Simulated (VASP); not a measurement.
# Ca in VASP: notebook, part 2 of 2

VASP 6.6.1.

### 3 Single point, PBE

File INCAR:

```
ALGO = Normal ; EDIFF = 1E-6
ENCUT = 520 ; GGA = PE
ISIF = 2 ; ISMEAR = -1
LASPH = T ; LCHARG = F
LREAL = F ; LWAVE = F
NBANDS = 17 ; NELM = 80
PREC = Accurate ; SIGMA = 0.05
```

File KPOINTS:

```
k-points
0
Gamma
  11 11 11
```

File POSCAR:

```
Ca
1.0
    1.6376123030     -0.9454759040      5.3389502950
    0.0000000000      1.8909518080      5.3389502950
   -1.6376123030     -0.9454759040      5.3389502950
Ca
2
Direct
    0.2500000000      0.2500000000      0.2500000000
   -0.2500000000     -0.2500000000     -0.2500000000
```

Potentials or basis: VASP PAW PBE potentials, release 64 (Ca_sv).

On the command line:

```console
> cat potpaw_PBE.64/Ca_sv/POTCAR > POTCAR
> mpirun -np 1 vasp_std > vasp.out
```

OUTCAR:

```text
EDIFF = 1E-6
   ENCUT = 520
   GGA = PE
   ISIF = 2
   ISMEAR = -1
   LASPH = T
   LREAL = F
   NELM = 80
   PREC = Accurate

 ion  position               nearest neighbor table
   1  0.250  0.250  0.250-
   2  0.750  0.750  0.750-

  LATTYP: Found a trigonal (rhomboedric) cell.
 ALAT       =     5.6639287595
 COS(alpha) =     0.8328075676

  Lattice vectors:

 A1 = (   1.6376123030,  -0.9454759040,   5.3389502950)
 A2 = (   0.0000000000,   1.8909518080,   5.3389502950)
 A3 = (  -1.6376123030,  -0.9454759040,   5.3389502950)

Analysis of symmetry for initial positions (statically):
=====================================================================
 Subroutine PRICEL returns following result:

  LATTYP: Found a trigonal (rhomboedric) cell.
 ALAT       =     3.2713600082
 COS(alpha) =     0.4988179593

  Lattice vectors:

 A1 = (   1.6376123030,   0.9454759040,   2.6694751475)
 A2 = (  -1.6376123030,   0.9454759040,   2.6694751475)
 A3 = (   0.0000000000,  -1.8909518080,   2.6694751475)

   2 primitive cells build up your supercell.

 Routine SETGRP: Setting up the symmetry group for a
 trigonal (rhombohedral) supercell.

 Subroutine GETGRP returns: Found 12 space group operations
 (whereof 12 operations were pure point group operations)
 out of a pool of 12 trial point group operations.

The static configuration has the point symmetry D_3d.

Analysis of symmetry for dynamics (positions and initial velocities):
=====================================================================
 Subroutine PRICEL returns following result:

  LATTYP: Found a trigonal (rhomboedric) cell.
 ALAT       =     3.2713600082
 COS(alpha) =     0.4988179593

  Lattice vectors:

[... 118 lines left out ...]
   ISYM   =      2    0-nonsym 1-usesym 2-fastsym
   POTIM  = 0.5000    time-step for ionic-motion
   TEBEG  =    0.0;   TEEND  =   0.0 temperature during run
   PSTRESS=    0.0 pullay stress
   NELECT =      20.0000    total number of electrons
   NUPDOWN=      -1.0000    fix difference up-down
   EMIN   =  10.00;   EMAX   =-10.00  energy-range for DOS
   EFERMI =   0.00;   METHOD = LEGACY
   ISMEAR =    -1;   SIGMA  =   0.05  broadening in eV -4-tet -1-fermi 0-gaus
   EFERMI_NEDOS =   21; number of points for ismear=-14 and -15
   IALGO  =     38    algorithm
   IMIX   =      4    mixing-type and parameters
     AMIX     =   0.40;   BMIX     =  1.00
     AMIX_MAG =   1.60;   BMIX_MAG =  1.00
  volume/ion in A,a.u.               =      24.80       167.35
  Fermi-wavevector in a.u.,A,eV,Ry     =   1.209470  2.285568 19.902858  1.462819
  Thomas-Fermi vector in A             =   2.345047
   LORBIT       =      0    0 simple, 1 ext, 2 COOP (PROOUT), +10 PAW based schemes
   GGA     = PE    functional components
[... 5 lines left out ...]
 non-spin polarized calculation
  energy-cutoff  :      520.00
  volume of cell :       49.60
 maximum number of plane-waves:      1352
 NGX is ok and might be reduce to    42

 number of electron      20.0000000 magnetization

 Free energy of the ion-electron system (eV)
  ---------------------------------------------------
  ext. energy  EPLUGINS =         0.00000000
  ---------------------------------------------------
  free energy    TOTEN  =        -2.28664557 eV

  energy without entropy =       -2.27737738  energy(sigma->0) =       -2.28201147

 E-fermi :   4.5885     XC(G=0):  -9.5865

 val. band max:        4.5853271393   @ k =   0.4545   0.4545   0.0000
 cond. band min:       4.5984661327   @ k =  -0.4545  -0.4545   0.0909
 fundamental gap:      0.0131389934
 Fermi energy:         4.5885055421

 k-point     1 :       0.0000    0.0000    0.0000
  band No.  band energies     occupation
      1     -36.4342      2.00000
      2     -36.2960      2.00000
      3     -17.8981      2.00000
      4     -17.1742      2.00000
      5     -17.1742      2.00000
      6     -17.0740      2.00000
[... 457 lines left out ...]
      4     -17.5326      2.00000
      5     -17.5255      2.00000
      6     -17.3097      2.00000
[... 9 lines left out ...]
     16       8.5025      0.00000
     17       8.5148      0.00000

 [... further k-points ...]

------------------------ aborting loop because EDIFF is reached ----------------------------------------

  FORCE on cell =-STRESS in cart. coord.  units (eV):
  Direction    XX          YY          ZZ          XY          YZ          ZX
  --------------------------------------------------------------------------------------
  -------------------------------------------------------------------------------------
  Total        6.5066476      6.5066476      6.5070775      0.0000000      0.0000000      0.0000000
  in kB      210.1837722    210.1837722    210.1976603      0.0000000      0.0000000      0.0000000
  external PRESSURE =     210.1884016 kB  Pullay stress =       0.0000000 kB

 VOLUME and BASIS-vectors are now :
 -----------------------------------------------------------------------------
  energy-cutoff  :      520.00
  volume of cell :       49.60
      direct lattice vectors                 reciprocal lattice vectors
     1.637612303 -0.945475904  5.338950295     0.305322572 -0.176278069  0.062434245
     0.000000000  1.890951808  5.338950295     0.000000000  0.352556138  0.062434245
    -1.637612303 -0.945475904  5.338950295    -0.305322572 -0.176278069  0.062434245

 POSITION                                       TOTAL-FORCE (eV/Angst)
 -----------------------------------------------------------------------------------
      0.00000      0.00000      4.00421         0.000000     -0.000000      0.000000
      0.00000      0.00000     12.01264        -0.000000      0.000000     -0.000000
 -----------------------------------------------------------------------------------
    total drift:                               -0.000000      0.000000     -0.000000

  FREE ENERGIE OF THE ION-ELECTRON SYSTEM (eV)
  ---------------------------------------------------
  free  energy   TOTEN  =        -2.2866455658 eV

  energy  without entropy=       -2.2773773789  energy(sigma->0) =       -2.28201147
```

OSZICAR:

```text
N       E                     dE             d eps       ncg     rms          rms(c)
DAV:   1     0.181821305398E+03    0.18182E+03   -0.10546E+04  4964   0.116E+03
DAV:   2     0.713944044489E+01   -0.17468E+03   -0.17209E+03  5591   0.338E+02
DAV:   3    -0.218349293337E+01   -0.93229E+01   -0.92341E+01  9447   0.601E+01
DAV:   4    -0.235918089941E+01   -0.17569E+00   -0.17539E+00  5729   0.897E+00
DAV:   5    -0.236550601635E+01   -0.63251E-02   -0.63241E-02  8126   0.105E+00    0.237E+00
DAV:   6    -0.230980863311E+01    0.55697E-01   -0.24709E-02  6447   0.140E+00    0.136E+00
DAV:   7    -0.228669474318E+01    0.23114E-01   -0.35265E-02  6580   0.157E+00    0.153E-01
DAV:   8    -0.228660781672E+01    0.86926E-04   -0.20006E-03  7587   0.366E-01    0.543E-02
DAV:   9    -0.228664519441E+01   -0.37378E-04   -0.20850E-04  6851   0.104E-01    0.116E-02
DAV:  10    -0.228664556583E+01   -0.37142E-06   -0.26789E-06  4512   0.146E-02
   1 F= -.22866456E+01 E0= -.22820115E+01  d E =-.926819E-02
```

Wall time 76 s (1 thread of Intel Xeon 6975P-C (Granite Rapids), shared host); peak memory 0.3 GiB.

Results:

| Property | Result |
| --- | --- |
| Free energy | -2.2866 eV |
| Pressure | 21.0 GPa |

Levels at points of the mesh, in eV from the Fermi level:
| k point | band 7 | band 8 | band 9 | band 10 | band 11 | band 12 | band 13 | band 14 |
| --- | --- | --- | --- | --- | --- | --- | --- | --- |
| (0.00, 0.00, 0.00) | -21.66 | -21.66 | -4.78 | -1.30 | 0.88 | 2.69 | 2.69 | 2.92 |

### 4 Single point, PBE

This run uses another cell than the first one: it holds 1 atom, not 2.

File INCAR:

```
  ALGO = Normal
  EDIFF = 1E-6
  ENCUT = 520
  GGA = PE
  ISIF = 2
  ISMEAR = -1
  LASPH = True
  LCHARG = True
  LELF = True
  LREAL = False
  LVHAR = True
  LWAVE = False
  NBANDS = 11
  NELM = 80
  PREC = Accurate
  SIGMA = 0.05
```

File KPOINTS:

```
k-points
0
Gamma
  14 14 14
```

File POSCAR:

```
Ca
1.0
    0.0000000000      2.3143504264      2.3143504264
    2.3143504264      0.0000000000      2.3143504264
    2.3143504264      2.3143504264      0.0000000000
Ca
1
Direct
    0.0000000000      0.0000000000      0.0000000000
```

On the command line:

```console
> cat potpaw_PBE.64/Ca_sv/POTCAR > POTCAR
> mpirun -np 1 vasp_std > vasp.out
```

Run time: 10 s. Hardware: 1 thread of Intel Xeon Platinum 8488C (Sapphire Rapids), shared host; peak memory 0.15 GiB.

The run converged. Its results:

```yaml
Free_energy: -1.1422 eV
Pressure: 21.0 GPa
```

Levels at points of the mesh, in eV from the Fermi level:
| k point | band 1 | band 2 | band 3 | band 4 | band 5 | band 6 | band 7 | band 8 | band 9 | band 10 |
| --- | --- | --- | --- | --- | --- | --- | --- | --- | --- | --- |
| (0.00, 0.00, 0.00) | -41.03 | -21.67 | -21.67 | -21.67 | -4.79 | 2.92 | 2.92 | 2.92 | 4.85 | 4.85 |
| (0.50, 0.00, 0.00) | -40.89 | -22.49 | -21.77 | -21.77 | -1.31 | 0.86 | 2.69 | 2.69 | 6.12 | 6.12 |
| (0.50, 0.50, 0.00) | -40.85 | -22.43 | -21.95 | -21.95 | -1.31 | -0.04 | 2.73 | 6.12 | 6.47 | 6.47 |

### 5 Single point, PBE

This run uses another cell than the first one: it holds 1 atom, not 2.

File INCAR:

```
SYSTEM = Ca
PREC     = Accurate       ! precision mode
ENCUT    = 520            ! plane-wave cutoff, eV
EDIFF    = 1E-7           ! SCF threshold, eV
ISMEAR   = -1             ! smearing method
SIGMA    = 0.05           ! smearing width, eV
LREAL    = .FALSE.        ! projectors in reciprocal space
LASPH    = .TRUE.         ! aspherical terms in the spheres
NELM     = 60             ! most SCF steps
ALGO     = Normal         ! electronic algorithm
ISIF     = 2              ! what is computed and relaxed
LWAVE    = .FALSE.        ! write WAVECAR
LCHARG   = .TRUE.         ! write CHGCAR
GGA      = PE             ! functional
LELF     = .TRUE.         ! ELF
LVHAR    = .TRUE.       
NBANDS   = 11             ! bands
```

File KPOINTS:

```
Automatic mesh
0
G
  14 14 14
  0 0 0
```

POSCAR is that of step 4.

On the command line:

```console
> cat potpaw_PBE.64/Ca_sv/POTCAR > POTCAR
> mpirun -np 1 vasp_std > vasp.out
```

It took 11 s on 1 thread of Intel Xeon Platinum 8488C (Sapphire Rapids), shared host; peak memory 0.15 GiB.

Results (log left out):

- Free energy: -1.1422 eV
- Pressure: 21.0 GPa

Levels at points of the mesh, in eV from the Fermi level:
```
           k point  band 2  band 3  band 4  band 5  band 6  band 7  band 8  band 9
(0.00, 0.00, 0.00)  -21.67  -21.67  -21.67   -4.79    2.92    2.92    2.92    4.85
(0.50, 0.00, 0.00)  -22.49  -21.77  -21.77   -1.31    0.86    2.69    2.69    6.12
(0.50, 0.50, 0.00)  -22.43  -21.95  -21.95   -1.31   -0.04    2.73    6.12    6.47
```

### 6 Relaxation of cell and atoms, PBE, target pressure 21 GPa, at which the enthalpy is minimised

This run uses another cell than the first one: it holds 1 atom, not 2.

File INCAR:

```
SYSTEM = Ca
ALGO = Normal ; EDIFF = 1E-6
EDIFFG = -0.005 ; ENCUT = 600
GGA = PE ; IBRION = 2
ISIF = 3 ; ISMEAR = -1
LASPH = .TRUE. ; LCHARG = .FALSE.
LREAL = .FALSE. ; LWAVE = .FALSE.
NELM = 60 ; NSW = 32
PREC = Accurate ; PSTRESS = 210.0
SIGMA = 0.05
```

File KPOINTS:

```
k-points
0
G
  14 14 14
  0 0 0
```

POSCAR is that of step 5.

Potentials or basis: VASP PAW PBE potentials, release 64 (Ca_sv).

On the command line:

```console
> cat potpaw_PBE.64/Ca_sv/POTCAR > POTCAR
> mpirun -np 1 vasp_std > vasp.out
```

Run time: 22 s. Hardware: 1 thread of Intel Xeon Platinum 8488C (Sapphire Rapids), shared host; peak memory 0.17 GiB.

The run converged. Its results:

| Item | Value |
| --- | --- |
| Free energy | -1.1456 eV |
| Relaxed volume | 24.82 Å³/atom |
| Relaxed cell | a = 3.274 Å, b = 3.274 Å, c = 3.274 Å, α = 60.00°, β = 60.00°, γ = 60.00° |
| Space group after relaxing (to 0.05 Å) | Fm-3m (No. 225) |
| Energy change on relaxing (the enthalpy is what falls) | -3.2 meV/atom |
| Ionic steps | 2 |
| Pressure after relaxing | 21.0 GPa |

The path:
| step | energy change (eV) | largest force (eV/Å) | pressure (GPa) | volume (Å³) |
| --- | --- | --- | --- | --- |
| 1 | 0.0000 | 0.0000 | 21.04 | 24.79 |
| 2 | -0.0032 | 0.0000 | 21.03 | 24.82 |

Final structure:
```
Ca
1.0
     0.00000    2.31512    2.31512
     2.31512    0.00000    2.31512
     2.31512    2.31512    0.00000
Ca
1
Direct
  0.00000 0.00000 0.00000
```

Levels at points of the mesh, in eV from the Fermi level:
| k point | band 2 | band 3 | band 4 | band 5 | band 6 | band 7 | band 8 | band 9 |
| --- | --- | --- | --- | --- | --- | --- | --- | --- |
| (0.00, 0.00, 0.00) | -21.67 | -21.67 | -21.67 | -4.79 | 2.92 | 2.92 | 2.92 | 4.85 |
| (0.50, 0.00, 0.00) | -22.49 | -21.77 | -21.77 | -1.31 | 0.85 | 2.69 | 2.69 | 6.12 |
| (0.50, 0.50, 0.00) | -22.43 | -21.95 | -21.95 | -1.31 | -0.04 | 2.72 | 6.12 | 6.47 |

Caveat: the cell is relaxed towards a set pressure, so the enthalpy falls and the energy may rise.

### 7 Relaxation of cell and atoms, PBE, target pressure 21 GPa, at which the enthalpy is minimised

This run uses another cell than the first one: it holds 1 atom, not 2.

File INCAR:

```
SYSTEM = Ca
ALGO = Normal ; EDIFF = 1E-6
EDIFFG = -0.005 ; ENCUT = 600
GGA = PE ; IBRION = 2
ISIF = 3 ; ISMEAR = -1
LASPH = .True. ; LCHARG = .False.
LREAL = .False. ; LWAVE = .False.
NELM = 80 ; NSW = 60
PREC = Accurate ; PSTRESS = 210.0
SIGMA = 0.05
```

File KPOINTS:

```
k-points
0
Gamma
  14 14 14
  0 0 0
```

File POSCAR:

```
Ca
1.0
    0.0000000000      2.3184478260      2.3184478260
    2.3184478260      0.0000000000      2.3184478260
    2.3184478260      2.3184478260      0.0000000000
Ca
1
Direct
    0.0000000000      0.0000000000      0.0000000000
```

On the command line:

```console
> cat potpaw_PBE.64/Ca_sv/POTCAR > POTCAR
> mpirun -np 1 vasp_std > vasp.out
```

Run time: 31 s. Hardware: 1 thread of Intel Xeon Platinum 8488C (Sapphire Rapids), shared host; peak memory 0.17 GiB.

Results (log left out):

```yaml
Free_energy: -1.1457 eV
Relaxed_volume: 24.82 Å³/atom
Relaxed_cell: a = 3.274 Å, b = 3.274 Å, c = 3.274 Å, α = 60.00°, β = 60.00°, γ = 60.00°
Space_group_after_relaxing_to_0.05_Å: Fm-3m (No. 225)
Energy_change_on_relaxing_the_enthalpy_is_what_falls: +13.9 meV/atom
Ionic_steps: 3
Pressure_after_relaxing: 21.0 GPa
```

Step by step:
```
step  energy change (eV)  largest force (eV/Å)  pressure (GPa)  volume (Å³)
   1              0.0000                0.0000           20.68        24.92
   2              0.0233                0.0000           21.21        24.75
   3              0.0139                0.0000           20.99        24.82
```

Final structure:
```xyz
1
Lattice="0.0000 2.3151 2.3151 2.3151 0.0000 2.3151 2.3151 2.3151 0.0000" Properties=species:S:1:pos:R:3 pbc="T T T"
Ca    0.0000    0.0000    0.0000
```

Levels at points of the mesh, in eV from the Fermi level:
| k point | band 2 | band 3 | band 4 | band 5 | band 6 | band 7 | band 8 | band 9 |
| --- | --- | --- | --- | --- | --- | --- | --- | --- |
| (0.00, 0.00, 0.00) | -21.67 | -21.67 | -21.67 | -4.79 | 2.92 | 2.92 | 2.92 | 4.85 |
| (0.50, 0.00, 0.00) | -22.49 | -21.77 | -21.77 | -1.31 | 0.85 | 2.69 | 2.69 | 6.12 |
| (0.50, 0.50, 0.00) | -22.43 | -21.95 | -21.95 | -1.31 | -0.04 | 2.72 | 6.12 | 6.47 |

Caveat: the cell is relaxed towards a set pressure, so the enthalpy falls and the energy may rise.

### 8 Summary

| task | cell | k mesh | cutoff (eV) | pressure (GPa) |
| --- | --- | --- | --- | --- |
| single point | a = 5.664 Å, angles 33.6°, 2 atoms | 11 × 11 × 11 | 520 | 21.0 |
| single point | a = 3.273 Å, angles 60.0°, 1 atom | 14 × 14 × 14 | 520 | 21.0 |
| relaxation of cell and atoms | relaxed to 21 GPa from a = 3.273 Å, angles 60.0°, 1 atom | 14 × 14 × 14 | 600 | 21.0 |
| relaxation of cell and atoms | relaxed to 21 GPa from a = 3.279 Å, angles 60.0°, 1 atom | 14 × 14 × 14 | 600 | 21.0 |

Alike in all rows: level PBE; potentials or basis VASP PAW PBE potentials, release 64 (Ca_sv); no spin polarisation; smearing fermi-dirac 0.05 eV.

Caveats: the cell is relaxed towards a set pressure, so the enthalpy falls and the energy may rise (some runs).

Total energies depend on the potentials used, so only differences within one code and one set of settings carry meaning.
